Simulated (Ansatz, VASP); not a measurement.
Co: VASP beside Ansatz

```xyz
2
Lattice="2.4934 0.0000 0.0000 -1.2467 2.1593 0.0000 0.0000 0.0000 4.0311" Properties=species:S:1:pos:R:3 pbc="T T T"
Co    0.0000    1.4396    3.0233
Co    1.2467    0.7198    1.0078
```

Alike in both runs: task single point; functional PBE; k mesh 20 × 20 × 10; occupations gaussian, width 0.05 eV; collinear spin.

```csv
,VASP,Ansatz
version,VASP 6.6.1,Ansatz 0.2.0
potentials or method,"VASP PAW PBE potentials, release 64 (Co), cutoff 520 eV","scalar-relativistic, plane waves, PAW"
valence electrons in the cell,18,34
```

|  | VASP | Ansatz | Ansatz less VASP |
| --- | --- | --- | --- |
| gap on the k mesh at the Fermi level (eV) | none | none | - |
| pressure (GPa) | -0.7 | 0.0 | +0.73 |
| traceless stress, the component that is largest in VASP (GPa) | -0.20 | 0.00 | +0.197 |
| net moment per atom (μB) | 1.60 | 1.60 | +0.008 |
| size of the moment on the site where the two differ most (μB) | 1.62 | 1.68 | +0.065 |

Site moments also hang on the region over which each program counts them. A gap of «none» marks a metal or a gap that the smearing closes. The functional is the same, so the differences come from potentials, cutoffs and numerics. VASP's potentials hold 18 valence electrons a cell and Ansatz's 34, so a difference there can come from the potentials and not from the codes.
